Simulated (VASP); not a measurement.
# V2W (R-3m) in VASP: notebook

V2W is run at these levels: PBE; tasks: single point, relaxation of cell and atoms.

Program: VASP 6.6.1. These are calculated values, not measurements. Logs are shortened: lines on timing, memory, paths and dates and some standing lists are left out, and cuts for length are marked.

### Step 1. The cell of the first run

Symmetry: R-3m, No. 166, trigonal system. The conventional cell has a = 2.971 Å, b = 2.971 Å, c = 17.530 Å, α = 90.00°, β = 90.00°, γ = 120.00°. V (site symmetry 3m) has 9 V at 2.58 to 2.97 Å and 3 W at 2.60 Å within 3.4 Å. W (site symmetry -3m) has 6 V at 2.60 Å and 6 W at 2.97 Å within 3.4 Å.

### Step 2. Single point, PBE

The input, INCAR:

```
SYSTEM = V2W
ALGO = Normal ; EDIFF = 1E-7
ENCUT = 520 ; GGA = PE
ISIF = 2 ; ISMEAR = 0
LASPH = .True. ; LCHARG = .False.
LREAL = .False. ; LWAVE = .False.
NBANDS = 27 ; NELM = 60
PREC = Accurate ; SIGMA = 0.1
```

The input, KPOINTS:

```
k-points
0
Gamma
  6 6 6
  0 0 0
```

The input, POSCAR:

```
V2W
1.0
    1.4856086501      0.8577165540      5.8432561422
   -1.4856086501      0.8577165540      5.8432561422
    0.0000000000     -1.7154331081      5.8432561422
V W
2 1
Direct
    0.7784082862      0.7784082862      0.7784082862
    0.2215917138      0.2215917138      0.2215917138
    0.0000000000      0.0000000000      0.0000000000
```

Potentials or basis: VASP PAW PBE potentials, release 64 (V_sv, W_sv).

Launch:

```bash
$ cat potpaw_PBE.64/V_sv/POTCAR potpaw_PBE.64/W_sv/POTCAR > POTCAR
$ mpirun -np 1 vasp_std > vasp.out
```

OUTCAR:

```text
SYSTEM = V2W
   EDIFF = 1E-7
   ENCUT = 520
   GGA = PE
   ISIF = 2
   ISMEAR = 0
   LASPH = .True.
   LREAL = .False.
   NELM = 60
   PREC = Accurate

 ion  position               nearest neighbor table
   1  0.778  0.778  0.778-   2 2.58   2 2.58   2 2.58   3 2.60   3 2.60   3 2.60
   2  0.222  0.222  0.222-   1 2.58   1 2.58   1 2.58   3 2.60   3 2.60   3 2.60
   3  0.000  0.000  0.000-   1 2.60   2 2.60   1 2.60   1 2.60   2 2.60   2 2.60

  LATTYP: Found a trigonal (rhomboedric) cell.
 ALAT       =     6.0898565740
 COS(alpha) =     0.8809786955

  Lattice vectors:

 A1 = (   1.4856086501,   0.8577165540,   5.8432561422)
 A2 = (  -1.4856086501,   0.8577165540,   5.8432561422)
 A3 = (   0.0000000000,  -1.7154331081,   5.8432561422)

Analysis of symmetry for initial positions (statically):
=====================================================================
 Subroutine PRICEL returns:
 Original cell was already a primitive cell.

 Routine SETGRP: Setting up the symmetry group for a
 trigonal (rhombohedral) supercell.

 Subroutine GETGRP returns: Found 12 space group operations
 (whereof 12 operations were pure point group operations)
 out of a pool of 12 trial point group operations.

The static configuration has the point symmetry D_3d.

Analysis of symmetry for dynamics (positions and initial velocities):
=====================================================================
 Subroutine PRICEL returns:
 Original cell was already a primitive cell.

 Routine SETGRP: Setting up the symmetry group for a
 trigonal (rhombohedral) supercell.

 Subroutine GETGRP returns: Found 12 space group operations
 (whereof 12 operations were pure point group operations)
 out of a pool of 12 trial point group operations.

The dynamic configuration has the point symmetry D_3d.

 Subroutine INISYM returns: Found 12 space group operations
 (whereof 12 operations are pure point group operations),
 and found     1 'primitive' translations

----------------------------------------------------------------------------------------

                                     Primitive cell

  volume of cell :      44.6740

  direct lattice vectors                    reciprocal lattice vectors
     1.485608650  0.857716554  5.843256142     0.336562391  0.194314387  0.057045819
    -1.485608650  0.857716554  5.843256142    -0.336562391  0.194314387  0.057045819
     0.000000000 -1.715433108  5.843256142     0.000000000 -0.388628775  0.057045819

  length of vectors
     6.089856574  6.089856574  6.089856574     0.392793266  0.392793266  0.392793266

  position of ions in fractional coordinates (direct lattice)
     0.778408286  0.778408286  0.778408286
     0.221591714  0.221591714  0.221591714
     0.000000000  0.000000000  0.000000000

  ion indices of the primitive-cell ions
   primitive index   ion index
                 1           1
                 2           2
                 3           3

----------------------------------------------------------------------------------------

 KPOINTS: k-points

Automatic generation of k-mesh.
 Grid dimensions read from file:
 generate k-points for:    6    6    6

 Generating k-lattice:

  Cartesian coordinates                     Fractional coordinates (reciprocal lattice)
     0.056093732  0.032385731  0.009507637     0.166666667  0.000000000  0.000000000
    -0.056093732  0.032385731  0.009507637     0.000000000  0.166666667  0.000000000
     0.000000000 -0.064771462  0.009507637     0.000000000  0.000000000  0.166666667

  Length of vectors
     0.065465544  0.065465544  0.065465544

  Shift w.r.t. Gamma in fractional coordinates (k-lattice)
     0.000000000  0.000000000  0.000000000

 Subroutine IBZKPT returns following result:
 ===========================================

 Found     32 irreducible k-points:

 Following reciprocal coordinates:
            Coordinates               Weight
  0.000000  0.000000  0.000000      1.000000
  0.166667  0.000000  0.000000      6.000000
  0.333333  0.000000  0.000000      6.000000
  0.500000  0.000000  0.000000      3.000000
  0.166667  0.166667  0.000000      6.000000
  0.333333  0.166667  0.000000     12.000000
[... 16 lines left out ...]
  0.500000  0.500000  0.166667      6.000000
 -0.333333  0.500000  0.166667     12.000000
 [... further k-points ...]
   k-points           NKPTS =     32   k-points in BZ     NKDIM =     32   number of bands    NBANDS=     27
   number of dos      NEDOS =    301   number of ions     NIONS =      3
   total plane-waves  NPLWV = 110592
   dimension x,y,z NGX =    48 NGY =   48 NGZ =   48
   dimension x,y,z NGXF=    96 NGYF=   96 NGZF=   96
   ions per type =               2   1
   NGX,Y,Z   is equivalent  to a cutoff of  13.10, 13.10, 13.10 a.u.
   NGXF,Y,Z  is equivalent  to a cutoff of  26.21, 26.21, 26.21 a.u.
 SYSTEM =  V2W
   PREC   = accura    normal or accurate (medium, high low for compatibility)
   ISTART =      0    job   : 0-new  1-cont  2-samecut
   ICHARG =      2    charge: 1-file 2-atom 10-const
   ISPIN  =      1    spin polarized calculation?
   LNONCOLLINEAR =      F non collinear calculations
   LSORBIT =      F    spin-orbit coupling
   LASPH  =      T    aspherical Exc in radial PAW
   ENCUT  =  520.0 eV  38.22 Ry    6.18 a.u.  11.32 11.32 11.32*2*pi/ulx,y,z
   NELM   =     60;   NELMIN=  2; NELMDL= -5     # of ELM steps
   EDIFF  = 0.1E-06   stopping-criterion for ELM
   LREAL  =      F    real-space projection
   EDIFFG = 0.1E-05   stopping-criterion for IOM
   NSW    =      0    number of steps for IOM
   IBRION =     -1    ionic relax: 0-MD 1-quasi-New 2-CG
   NFREE  =      0    steps in history (QN), initial steepest desc. (CG)
   ISIF   =      2    stress and relaxation
   ISYM   =      2    0-nonsym 1-usesym 2-fastsym
   POTIM  = 0.5000    time-step for ionic-motion
   TEBEG  =    0.0;   TEEND  =   0.0 temperature during run
   PSTRESS=    0.0 pullay stress
   NELECT =      40.0000    total number of electrons
   NUPDOWN=      -1.0000    fix difference up-down
   EMIN   =  10.00;   EMAX   =-10.00  energy-range for DOS
   EFERMI =   0.00;   METHOD = LEGACY
   ISMEAR =     0;   SIGMA  =   0.10  broadening in eV -4-tet -1-fermi 0-gaus
   EFERMI_NEDOS =   21; number of points for ismear=-14 and -15
   IALGO  =     38    algorithm
   IMIX   =      4    mixing-type and parameters
     AMIX     =   0.40;   BMIX     =  1.00
     AMIX_MAG =   1.60;   BMIX_MAG =  1.00
  volume/ion in A,a.u.               =      14.89       100.49
  Fermi-wavevector in a.u.,A,eV,Ry     =   1.577890  2.981780 33.874923  2.489737
  Thomas-Fermi vector in A             =   2.678504
   LORBIT       =      0    0 simple, 1 ext, 2 COOP (PROOUT), +10 PAW based schemes
   GGA     = PE    functional components
   LHFCALC =     F    Hartree Fock is set to
   AEXX    =    0.0000 exact exchange contribution
   IVDW    =     0    specifies the selected vdW correction
   LEPSILON=     F    determine dielectric tensor
   LRPA    =     F    only Hartree local field effects (RPA)
 non-spin polarized calculation
 Gauss-broadening in eV      SIGMA  =   0.10
  energy-cutoff  :      520.00
  volume of cell :       44.67
 maximum number of plane-waves:      1233
 NGX is ok and might be reduce to    48
   NGX = 23   NGY = 23   NGZ = 23

 number of electron      40.0000003 magnetization

 Free energy of the ion-electron system (eV)
  ---------------------------------------------------
  ext. energy  EPLUGINS =         0.00000000
  ---------------------------------------------------
  free energy    TOTEN  =       -29.90066401 eV

  energy without entropy =      -29.88866510  energy(sigma->0) =      -29.89466455

 E-fermi :   9.8924     XC(G=0): -12.8880

 val. band max:        9.8655263999   @ k =  -0.1667   0.5000   0.1667
 cond. band min:       9.8985262711   @ k =   0.3333   0.3333   0.0000
 fundamental gap:      0.0329998712
 Fermi energy:         9.8924176097

 k-point     1 :       0.0000    0.0000    0.0000
  band No.  band energies     occupation
      1     -63.6648      2.00000
      2     -54.1036      2.00000
      3     -53.9713      2.00000
      4     -28.3085      2.00000
      5     -28.1055      2.00000
      6     -27.8558      2.00000
[... 19 lines left out ...]
     26      11.6322      0.00000
     27      12.0903      0.00000

 k-point     2 :       0.1667    0.0000    0.0000
  band No.  band energies     occupation
      1     -63.6541      2.00000
      2     -54.0875      2.00000
      3     -53.9704      2.00000
      4     -28.3420      2.00000
      5     -28.1751      2.00000
      6     -27.8832      2.00000
[... 19 lines left out ...]
     26      12.0832      0.00000
     27      12.5701      0.00000

 k-point     3 :       0.3333    0.0000    0.0000
  band No.  band energies     occupation
      1     -63.6327      2.00000
      2     -54.0503      2.00000
      3     -53.9734      2.00000
      4     -28.3974      2.00000
      5     -28.3261      2.00000
      6     -28.0083      2.00000
[... 19 lines left out ...]
     26      12.8044      0.00000
     27      13.4268      0.00000

 k-point     4 :       0.5000    0.0000    0.0000
  band No.  band energies     occupation
      1     -63.6219      2.00000
      2     -54.0252      2.00000
      3     -53.9813      2.00000
      4     -28.4435      2.00000
      5     -28.3869      2.00000
      6     -28.1289      2.00000
[... 19 lines left out ...]
     26      12.7021      0.00000
     27      13.2922      0.00000
[... 516 lines left out ...]
      4     -28.4241      2.00000
      5     -28.3614      2.00000
      6     -28.1272      2.00000
[... 19 lines left out ...]
     26      12.8796      0.00000
     27      13.3230      0.00000

 k-point    23 :       0.5000    0.5000    0.1667
  band No.  band energies     occupation
      1     -63.6327      2.00000
      2     -54.0509      2.00000
      3     -53.9728      2.00000
      4     -28.3590      2.00000
      5     -28.2700      2.00000
      6     -28.0920      2.00000
[... 19 lines left out ...]
     26      12.5178      0.00000
     27      12.8903      0.00000

 k-point    24 :      -0.3333    0.5000    0.1667
  band No.  band energies     occupation
      1     -63.6220      2.00000
      2     -54.0257      2.00000
      3     -53.9809      2.00000
      4     -28.4018      2.00000
      5     -28.2620      2.00000
      6     -28.1706      2.00000
[... 19 lines left out ...]
     26      12.7799      0.00000
     27      13.4862      0.00000

 [... further k-points ...]
[... 5 lines left out ...]
  --------------------------------------------------------------------------------------
  -------------------------------------------------------------------------------------
  Total        0.0589749      0.0589749      0.1611590      0.0000000     -0.0000000      0.0000000
  in kB        2.1150619      2.1150619      5.7797722      0.0000000     -0.0000000      0.0000000
  external PRESSURE =       3.3366320 kB  Pullay stress =       0.0000000 kB

 VOLUME and BASIS-vectors are now :
 -----------------------------------------------------------------------------
  energy-cutoff  :      520.00
  volume of cell :       44.67
      direct lattice vectors                 reciprocal lattice vectors
     1.485608650  0.857716554  5.843256142     0.336562391  0.194314387  0.057045819
    -1.485608650  0.857716554  5.843256142    -0.336562391  0.194314387  0.057045819
     0.000000000 -1.715433108  5.843256142     0.000000000 -0.388628775  0.057045819

 POSITION                                       TOTAL-FORCE (eV/Angst)
 -----------------------------------------------------------------------------------
      0.00000     -0.00000     13.64532         0.000000     -0.000000      0.030352
      0.00000     -0.00000      3.88445         0.000000      0.000000     -0.030352
      0.00000      0.00000      0.00000         0.000000      0.000000     -0.000000
 -----------------------------------------------------------------------------------
    total drift:                               -0.000000     -0.000000      0.000000

  FREE ENERGIE OF THE ION-ELECTRON SYSTEM (eV)
  ---------------------------------------------------
  free  energy   TOTEN  =       -29.9006640051 eV

  energy  without entropy=      -29.8886651000  energy(sigma->0) =      -29.89466455
```

Wall time 2.6 min (1 thread of Oxide Virtual Turin-like, shared host); peak memory 0.29 GiB.

What came out:

| Item | Value |
| --- | --- |
| Free energy | -29.9007 eV |
| Pressure | 0.3 GPa |
| Largest force | 0.030 eV/Å |
| Band gap on the k mesh | zero (bands 20 and 21 overlap by 1.04 eV) |

Forces on the atoms (eV/Å):
```
V    0.000  0.000  0.030
V    0.000  0.000 -0.030
W    0.000  0.000  0.000
```

Caveat: the k points lie up to 0.41 Å⁻¹ apart, too coarse for converged energies and pressures of a metal; spin-orbit coupling is left out, which moves the levels of the heavy elements.

### Step 3. Relaxation of cell and atoms, PBE

This run uses another cell than the first one, of 14.42 Å³/atom.

The input, INCAR:

```
PREC = Accurate
ENCUT = 600
EDIFF = 1E-6
ISMEAR = 0
SIGMA = 0.1
LREAL = False
LASPH = True
NELM = 100
ALGO = Normal
ISIF = 3
LWAVE = False
LCHARG = False
GGA = PE
IBRION = 2
NSW = 90
EDIFFG = -0.04
```

The input, KPOINTS:

```
Automatic mesh
0
Gamma
  6 6 6
```

The input, POSCAR:

```
V2W
1.0
    1.6049834424      0.9266376225      4.8474605716
   -1.6049834424      0.9266376225      4.8474605716
    0.0000000000     -1.8532752451      4.8474605716
V W
2 1
Direct
    0.7500000000      0.7500000000      0.7500000000
    0.2500000000      0.2500000000      0.2500000000
    0.0000000000      0.0000000000      0.0000000000
```

Potentials or basis: VASP PAW PBE potentials, release 64 (V_sv, W_sv).

Launch:

```bash
$ cat potpaw_PBE.64/V_sv/POTCAR potpaw_PBE.64/W_sv/POTCAR > POTCAR
$ mpirun -np 1 vasp_std > vasp.out
```

Wall time 25 min (1 thread of Oxide Virtual Turin-like, shared host); peak memory 0.27 GiB.

It converged, with:

| Property | Result |
| --- | --- |
| Free energy | -29.8972 eV |
| Relaxed volume | 14.91 Å³/atom |
| Relaxed cell | a = 6.099 Å, b = 6.099 Å, c = 6.099 Å, α = 28.19°, β = 28.19°, γ = 28.19° |
| Space group after relaxing (to 0.1 Å) | R-3m (No. 166) |
| Pressure after relaxing | 0.0 GPa |
| Largest force after relaxing | 0.025 eV/Å |
| Band gap on the k mesh | zero (bands 20 and 21 overlap by 1.03 eV) |

Forces in eV/Å, atoms in the order of the input:
```
V    0.000  0.000  0.025
V    0.000  0.000 -0.025
W    0.000  0.000  0.000
```

Stress tensor (GPa, compression positive):
```
 0.10  0.00  0.00
 0.00  0.10  0.00
 0.00  0.00 -0.16
```

Final structure:
```xyz
3
Lattice="1.4851 0.8574 5.8527 -1.4851 0.8574 5.8527 0.0000 -1.7149 5.8527" Properties=species:S:1:pos:R:3 pbc="T T T"
V     0.0000    0.0000   13.6673
V     0.0000    0.0000    3.8908
W     0.0000    0.0000    0.0000
```

Levels at points of the mesh, in eV from the Fermi level:
```
           k point  band 16  band 17  band 18  band 19  band 20  band 21  band 22  band 23  band 24
(0.00, 0.00, 0.00)    -1.36    -1.36    -0.28    -0.28    -0.18    -0.18     0.76     1.34     1.34
(0.50, 0.00, 0.00)    -2.61    -1.70    -1.31    -0.94     0.53     1.66     1.76     1.81     2.02
(0.50, 0.50, 0.00)    -2.71    -1.32    -0.63    -0.36    -0.14     0.50     0.67     2.00     2.14
(0.50, 0.50, 0.50)    -1.13    -1.13    -0.77    -0.77    -0.11    -0.11     0.77     1.33     1.33
```

Caveat: the k points lie up to 0.41 Å⁻¹ apart in the final cell, too coarse for converged energies and pressures of a metal; a cell axis changed by over 15 % at a fixed basis, so the end point is rough; spin-orbit coupling is left out, which moves the levels of the heavy elements.

(Continued in part 2 of 3.)

The gap in the log of VASP goes by the Fermi energy; the results here count the filled bands.